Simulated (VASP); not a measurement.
GeCl2:

```
CELL_PARAMETERS angstrom
3.35346 0.00000 0.00000
-1.67673 2.90418 0.00000
0.00000 0.00000 5.73583
ATOMIC_POSITIONS crystal
Ge 0.00000 0.00000 0.97454
Cl 0.33333 0.66667 0.65656
Cl 0.66667 0.33333 0.65656
```

The cell was built from a structure type or drawn by symmetry, and may not be a known phase.

| Quantity | Value |
| --- | --- |
| Program | VASP 6.6.1 |
| Task | relaxation of cell and atoms |
| Functional | PBE |
| Potentials or basis | VASP PAW PBE potentials, release 64 (Ge_d, Cl) |
| Cutoff | 600 eV |
| k mesh | 6 × 6 × 4 |
| Occupations | gaussian, width 0.1 eV |
| Spin | no spin polarisation |

At the start: pressure 58.3 GPa; volume 18.62 Å³/atom.

Task: Where does the relaxation end?

Result: Over 27 steps the energy falls by 3437.9 meV/atom and the volume is 21.32 Å³/atom (+14.5 %); space group P6mm (No. 183, to 0.1 Å) before, P6/mmm (No. 191, to 0.1 Å).

Step by step:
| step | energy change (eV) | largest force (eV/Å) | pressure (GPa) | volume (Å³) |
| --- | --- | --- | --- | --- |
| 1 | 0.0000 | 2.6662 | 58.34 | 55.86 |
| 2 | -7.1781 | 1.5175 | -2.75 | 126.75 |
| 3 | -7.2321 | 1.0780 | 0.47 | 103.05 |
| 4 | -7.2780 | 1.3365 | -1.48 | 114.57 |
| 5 | -7.2812 | 1.3047 | -1.30 | 113.16 |
| 6 | -7.7404 | 1.9905 | -1.33 | 109.65 |
| 7 | -9.3589 | 1.7936 | -3.15 | 96.77 |
| 8 | -9.5118 | 0.3162 | 4.87 | 59.47 |
| 9 | -9.5675 | 1.0981 | -5.37 | 85.47 |
| 10 | -9.6713 | 0.7731 | -6.02 | 79.13 |
| 11 | -9.9229 | 0.7096 | -2.85 | 70.55 |
| 12 | -9.9953 | 0.7013 | 4.00 | 60.62 |
| 13 | -10.0065 | 0.6977 | 1.58 | 63.18 |
| 14 | -10.0064 | 0.6971 | 2.00 | 62.73 |
| 15 | -10.0540 | 0.6794 | 2.16 | 62.38 |
| 16 | -10.1946 | 0.5123 | 2.57 | 61.30 |
| 17 | -10.0948 | 0.0451 | 4.84 | 58.98 |
| 18 | -10.2287 | 0.3384 | 3.06 | 60.50 |
| 19 | -10.2929 | 0.1843 | -1.25 | 65.06 |
| 20 | -10.2930 | 0.1914 | -1.11 | 64.86 |
| 21 | -10.3053 | 0.1171 | 0.08 | 64.30 |
| 22 | -10.3058 | 0.1303 | -0.14 | 64.40 |
| 23 | -10.3094 | 0.0989 | 0.01 | 64.06 |
| 24 | -10.3121 | 0.0288 | 0.55 | 63.29 |
| 25 | -10.3127 | 0.0118 | -0.16 | 64.07 |
| 26 | -10.3132 | 0.0062 | 0.05 | 63.75 |
| 27 | -10.3136 | 0.0019 | 0.03 | 63.96 |

Final structure:
```
Ge Cl
1.0
     5.01729    0.00000    0.00000
    -2.50865    4.34510    0.00000
     0.00000    0.00000    2.93395
Ge Cl
1 2
Direct
  0.00000 0.00000 0.76230
  0.33333 0.66667 0.76268
  0.66667 0.33333 0.76268
```

Caveat: the k points lie up to 0.54 Å⁻¹ apart in the final cell, too coarse for converged energies and pressures of a metal; a cell axis changed by over 15 % at a fixed basis, so the end point is rough.
